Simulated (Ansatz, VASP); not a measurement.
## BN: VASP beside Ansatz

Contents of INCAR:

```
PREC = Accurate
ENCUT = 520
EDIFF = 1E-6
ISMEAR = 0
SIGMA = 0.05
LREAL = F
LASPH = T
NELM = 100
ALGO = Normal
ISIF = 2
LWAVE = F
LCHARG = F
GGA = PE
IVDW = 12
NBANDS = 21
```

File KPOINTS:

```
Automatic mesh
0
Gamma
  10 10 3
```

The input POSCAR:

```
BN
1.0
   -1.2530569071     -2.1703582278      0.0000000000
    1.2530569071     -2.1703582278      0.0000000000
    0.0000000000      0.0000000000      9.8846513545
B N
3 3
Direct
    1.0000000000      1.0000000000      0.9996975441
    0.3333333333      0.3333333333      0.3330308775
    0.6666666667      0.6666666667      0.6663642108
    1.0000000000      1.0000000000      0.3327354559
    0.3333333333      0.3333333333      0.6660687892
    0.6666666667      0.6666666667      0.9994021225
```

Input for Ansatz:

```yaml
crystal:
  lattice:
    - [-1.2530569071, -2.1703582278, 0.0]
    - [1.2530569071, -2.1703582278, 0.0]
    - [0.0, 0.0, 9.8846513545]
  atoms:
    - { symbol: B, position: [1.0, 1.0, 0.9996975441] }
    - { symbol: B, position: [0.3333333333, 0.3333333333, 0.3330308775] }
    - { symbol: B, position: [0.6666666667, 0.6666666667, 0.6663642108] }
    - { symbol: "N", position: [1.0, 1.0, 0.3327354559] }
    - { symbol: "N", position: [0.3333333333, 0.3333333333, 0.6660687892] }
    - { symbol: "N", position: [0.6666666667, 0.6666666667, 0.9994021225] }
basis:
  ecutwfc: 420
kpoints:
  mp_grid: { grid: [10, 10, 3] }
hamiltonian:
  xc: pbe
  dispersion: d3bj
scf:
  occupations: { method: gaussian, width: 0.05 }
output:
  forces: true
  stress: true
  eigenvalues: true
  write_density: true
  write_potential: true
  elf: true
  volumetric_format: npy
```

Alike in both runs: task single point; functional PBE; dispersion D3(BJ); k mesh 10 × 10 × 3; occupations gaussian, width 0.05 eV; no spin polarisation.

```csv
,VASP,Ansatz
version,VASP 6.6.1,Ansatz 0.2.0
potentials or method,"VASP PAW PBE potentials, release 64 (B, N), cutoff 520 eV","scalar-relativistic, plane waves, PAW"
valence electrons in the cell,24,24
```

|  | VASP | Ansatz | Ansatz less VASP |
| --- | --- | --- | --- |
| gap on the k mesh at the Fermi level (eV) | 4.17 | 4.18 | +0.007 |
| least direct gap on the mesh (eV) | 4.75 | 4.75 | +0.003 |
| pressure (GPa) | 0.1 | 0.0 | -0.08 |
| traceless stress, the component that is largest in VASP (GPa) | -0.21 | -0.01 | +0.198 |
